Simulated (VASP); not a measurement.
A run of VASP 6.6.1 is set up as follows.

POSCAR

```
SiC
1.0
    0.0000000000      2.1790000000      2.1790000000
    2.1790000000      0.0000000000      2.1790000000
    2.1790000000      2.1790000000      0.0000000000
Si C
1 1
Direct
    0.0000000000      0.0000000000      0.0000000000
    0.2500000000      0.2500000000      0.2500000000
```

Contents of INCAR.step1:

```
SYSTEM = SiC
ALGO = Normal
EDIFF = 1E-8
ENCUT = 500
GGA = PE
ISMEAR = 0
LASPH = .True.
LCHARG = .False.
LREAL = .False.
LWAVE = .True.
NELM = 60
PREC = Accurate
SIGMA = 0.01
```

The input INCAR.step2:

```
SYSTEM = SiC
ALGO = Exact
EDIFF = 1E-8
ENCUT = 500
GGA = PE
ISMEAR = 0
ISTART = 1
LASPH = .True.
LCHARG = .False.
LOPTICS = .True.
LREAL = .False.
LWAVE = .True.
NBANDS = 404
NELM = 1
PREC = Accurate
SIGMA = 0.01
```

INCAR.step3

```
SYSTEM = SiC
ALGO = EVGW0
EDIFF = 1E-8
ENCUT = 500
ENCUTGW = 200
GGA = PE
ISMEAR = 0
ISTART = 1
LASPH = .True.
LCHARG = .False.
LREAL = .False.
LWAVE = .False.
NBANDS = 404
NBANDSGW = 12
NELMGW = 1
NOMEGA = 48
PREC = Accurate
PRECFOCK = Fast
SIGMA = 0.01
```

File KPOINTS:

```
k-points
0
Gamma
  2 2 2
  0 0 0
```

Potentials or basis: VASP PAW PBE potentials, release 64 (Si_GW, C_GW).

Launch:

```console
$ cat potpaw_PBE.64/Si_GW/POTCAR potpaw_PBE.64/C_GW/POTCAR > POTCAR
$ cp INCAR.step1 INCAR
$ mpirun -np 1 vasp_std > vasp.out
$ cp INCAR.step2 INCAR
$ mpirun -np 1 vasp_std > vasp.out
$ cp INCAR.step3 INCAR
$ mpirun -np 1 vasp_std > vasp.out
```

Question: Estimate the quasiparticle gap.

Answer: 1.59 eV.

Question: Predict the least direct quasiparticle gap.

Answer: 5.11 eV.

Question: Estimate the band gap on the k mesh, mean-field level.

Answer: 0.94 eV, indirect (least direct gap 4.30 eV).

Caveat: the k points lie up to 1.25 Å⁻¹ apart; bands, screening cutoff and mesh are small and nothing is extrapolated, so the quasiparticle values aren't converged. A k mesh can miss the band edges.
